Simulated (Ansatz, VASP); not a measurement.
Na4AgS3 in VASP and in Ansatz

```
Na Ag S
1.0
    10.20854    0.00000    0.00000
     0.00000    3.44220    3.45160
     0.00000   -3.44220    3.45160
Na Ag S
4 1 3
Direct
  0.15939 0.86363 0.36469
  0.84061 0.36469 0.86363
  0.15939 0.36469 0.86363
  0.84061 0.86363 0.36469
  0.50000 0.87346 0.87346
  0.72528 0.86527 0.86527
  0.27472 0.86527 0.86527
  0.00000 0.36296 0.36296
```

Alike in both runs: functional PBE; k mesh 2 × 3 × 3; occupations gaussian, width 0.15 eV; no spin polarisation.

Ansatz relaxed the structure, and its values are those at the end. VASP's run is a single point on that final structure, the one shown.

|  | VASP | Ansatz |
| --- | --- | --- |
| version | VASP 6.6.1 | Ansatz 0.2.0 |
| potentials or method | VASP PAW PBE potentials, release 64 (Na_pv, Ag, S), cutoff 520 eV | scalar-relativistic, plane waves, PAW |
| valence electrons in the cell | 57 | 73 |

Ansatz gave:

```
gap on the k mesh at the Fermi level (eV) : none
pressure (GPa)                            : 0.4
rms of the force components (eV/Å)        : 0.018
```

Q: Which values does VASP return?

A: gap on the k mesh at the Fermi level (eV): none; pressure (GPa): 0.3; rms of the force components (eV/Å): 0.022.

A gap of «none» marks a metal or a gap that the smearing closes. VASP's potentials hold 57 valence electrons a cell and Ansatz's 73, so a difference there can come from the potentials and not from the codes.

The k mesh is coarse, so the values compare programs but aren't converged.
